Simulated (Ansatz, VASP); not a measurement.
## One calculation of SrGa3, two programs

```
Sr Ga
1.0
     4.52848    0.00000    0.00000
     0.00000    4.52848    0.00000
     0.00000    0.00000    4.52848
Sr Ga
1 3
Direct
  0.00000 0.00000 0.00000
  0.00000 0.50000 0.50000
  0.50000 0.50000 0.00000
  0.50000 0.00000 0.50000
```

Alike in both runs: task single point; functional PBEsol; k mesh 8 × 8 × 8; occupations gaussian, width 0.05 eV; no spin polarisation.

|  | VASP | Ansatz |
| --- | --- | --- |
| version | VASP 6.6.1 | Ansatz 0.2.0 |
| potentials or method | VASP PAW PBE potentials, release 64 (Sr_sv, Ga_d), cutoff 520 eV | scalar-relativistic, plane waves, PAW |
| valence electrons in the cell | 49 | 49 |

|  | VASP | Ansatz | Ansatz less VASP |
| --- | --- | --- | --- |
| gap on the k mesh at the Fermi level (eV) | none | none | - |
| pressure (GPa) | -2.6 | -2.7 | -0.10 |

VASP's potentials were made for PBE, not for PBEsol. A gap of «none» marks a metal or a gap that the smearing closes. The functional is the same, so the differences come from potentials, cutoffs and numerics.
